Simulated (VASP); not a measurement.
A run of VASP 6.6.1 is set up as follows.

INCAR

```
ALGO = Normal
EDIFF = 1E-7
ENCUT = 520
GGA = PS
ISIF = 2
ISMEAR = 0
LASPH = True
LCHARG = False
LREAL = False
LWAVE = False
NBANDS = 15
NELM = 60
PREC = Accurate
SIGMA = 0.15
```

File KPOINTS:

```
k-points
0
Gamma
  18 18 16
```

The input POSCAR:

```
TaN
1.0
    2.7778000000      0.0000000000      0.0000000000
   -1.3889000000      2.4056453666      0.0000000000
    0.0000000000      0.0000000000      3.0143000000
Ta N
1 1
Direct
    0.3333333333      0.6666666667      0.5000000000
    0.0000000000      0.0000000000      0.0000000000
```

Potentials or basis: VASP PAW PBE potentials, release 64 (Ta_pv, N).

Launch:

```sh
$ cat potpaw_PBE.64/Ta_pv/POTCAR potpaw_PBE.64/N/POTCAR > POTCAR
$ mpirun -np 1 vasp_std > vasp.out
```

Question: Predict the pressure.

Answer: 21.8 GPa.

Question: Estimate the band gap on the k mesh.

Answer: Zero (band 8 reaches 8.86 eV, above the bottom of band 9 at 8.53 eV).

Stress tensor (GPa, compression positive):
```
 44.56   0.00   0.00
  0.00  44.56   0.00
  0.00   0.00 -23.68
```

Caveat: the PAW data sets were made with another functional, which shifts forces and pressure a little; spin-orbit coupling is left out, which moves the levels of the heavy elements.
